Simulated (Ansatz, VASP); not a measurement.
One calculation of Sr, two programs

```
Sr
1.0
     0.00000    2.90289    2.90289
     2.90289    0.00000    2.90289
     2.90289    2.90289    0.00000
Sr
1
Cartesian
  0.0000 0.0000 0.0000
```

Alike in both runs: task single point; functional LDA; k mesh 9 × 9 × 9; no spin polarisation.

```csv
,VASP,Ansatz
version,VASP 6.6.1,Ansatz 0.2.0
potentials or method,"VASP PAW LDA potentials, release 64 (Sr_sv), cutoff 500 eV","plane waves (420 eV) with PAW, scalar-relativistic"
occupations,"methfessel-paxton of order 1, width 0.03 eV","cold, width 0.03 eV"
valence electrons in the cell,10,10
```

|  | VASP | Ansatz | Ansatz less VASP |
| --- | --- | --- | --- |
| pressure (GPa) | 0.0 | 0.0 | -0.01 |

Ansatz warns that its potentials were made for another functional, while VASP's fit it. LDA's correlation is that of Perdew and Zunger in VASP and of Perdew and Wang (1992) in Ansatz.
